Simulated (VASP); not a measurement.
## Si2Cl: single point with PBE

Si2Cl:

```
Si Cl
1.0
     3.44701    0.00000    0.00000
    -1.72350    2.98520    0.00000
     0.00000    0.00000    7.35744
Si Cl
2 1
Direct
  0.33333 0.66667 0.92824
  0.66667 0.33333 0.73867
  0.33333 0.66667 0.20809
```

* Program: VASP 6.6.1
* Task: single point
* Functional: PBE
* Potentials or basis: VASP PAW PBE potentials, release 64 (Si, Cl)
* Cutoff: 520 eV
* k mesh: 18 × 18 × 6
* Occupations: gaussian, width 0.1 eV
* Spin: no spin polarisation

The pressure is -0.1 GPa. The largest force is 0.055 eV/Å.

Forces in eV/Å, atoms in the order of the input:
```
Si   0.000  0.000  0.049
Si   0.000  0.000  0.006
Cl   0.000  0.000 -0.055
```

Stress tensor (GPa, compression positive):
```
-0.07  0.00  0.00
 0.00 -0.07  0.00
 0.00  0.00 -0.28
```

Levels at points of the mesh, in eV from the Fermi level:
```tsv
k point	band 5	band 6	band 7	band 8	band 9	band 10	band 11	band 12
(0.00, 0.00, 0.00)	-1.94	-1.94	2.16	2.16	2.55	5.21	5.21	5.77
(0.50, 0.00, 0.00)	-4.20	-2.58	-0.59	0.05	1.87	3.07	5.18	6.02
(0.00, 0.00, 0.50)	-1.94	-1.94	2.15	2.15	3.93	5.22	5.22	6.02
(0.50, 0.00, 0.50)	-4.26	-2.57	-0.46	0.03	1.56	3.03	4.88	6.19
```

Wall time 3.1 min on 1 thread of AMD EPYC 9R45 (Zen 5), with other jobs on the host, peak memory 0.29 GiB.

Caveat: an odd number of electrons without spin polarisation forces a metal; a magnetic or distorted state may lie lower.
